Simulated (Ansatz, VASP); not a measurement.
Al3W: VASP beside Ansatz

The input INCAR:

```
  PREC = Accurate
  ENCUT = 520
  EDIFF = 1E-6
  ISMEAR = 0
  SIGMA = 0.1
  LREAL = False
  LASPH = True
  NELM = 60
  ALGO = Normal
  ISIF = 2
  LWAVE = False
  LCHARG = True
  GGA = PE
  LELF = True
  LVHAR = True
  NBANDS = 20
```

Contents of KPOINTS:

```
regular mesh
0
Gamma
  4 4 4
```

Contents of POSCAR:

```
Al3W
1.0
    3.9727005400      0.0000000000      0.0000000000
    0.0000000000      3.9727005400      0.0000000000
    0.0000000000      0.0000000000      3.9727005400
Al W
3 1
Direct
    0.5000000000      0.0000000000      0.0000000000
    0.0000000000      0.5000000000      0.0000000000
    0.0000000000      0.0000000000      0.5000000000
    0.5000000000      0.5000000000      0.5000000000
```

Input for Ansatz:

```yaml
crystal:
  lattice:
    - [3.97270054, 0.0, 0.0]
    - [0.0, 3.97270054, 0.0]
    - [0.0, 0.0, 3.97270054]
  atoms:
    - { symbol: Al, position: [0.5, 0.0, 0.0] }
    - { symbol: Al, position: [0.0, 0.5, 0.0] }
    - { symbol: Al, position: [0.0, 0.0, 0.5] }
    - { symbol: W, position: [0.5, 0.5, 0.5] }
basis:
  ecutwfc: 420
kpoints:
  mp_grid: { grid: [4, 4, 4] }
hamiltonian:
  xc: pbe
scf:
  occupations: { method: gaussian, width: 0.1 }
  lower_state_search: "off"
output:
  forces: true
  stress: true
  eigenvalues: true
```

Alike in both runs: task single point; functional PBE; k mesh 4 × 4 × 4; occupations gaussian, width 0.1 eV; no spin polarisation.

|  | VASP | Ansatz |
| --- | --- | --- |
| version | VASP 6.6.1 | Ansatz 0.2.0 |
| potentials or method | VASP PAW PBE potentials, release 64 (Al, W_sv), cutoff 520 eV | scalar-relativistic, plane waves, PAW |
| valence electrons in the cell | 23 | 23 |

|  | VASP | Ansatz | Ansatz less VASP |
| --- | --- | --- | --- |
| gap on the k mesh at the Fermi level (eV) | none | none | - |
| pressure (GPa) | -3.3 | -3.3 | 0.00 |

A gap of «none» marks a metal or a gap that the smearing closes.

The k mesh is coarse, so the values compare programs but aren't converged. Neither program's run includes spin-orbit coupling.
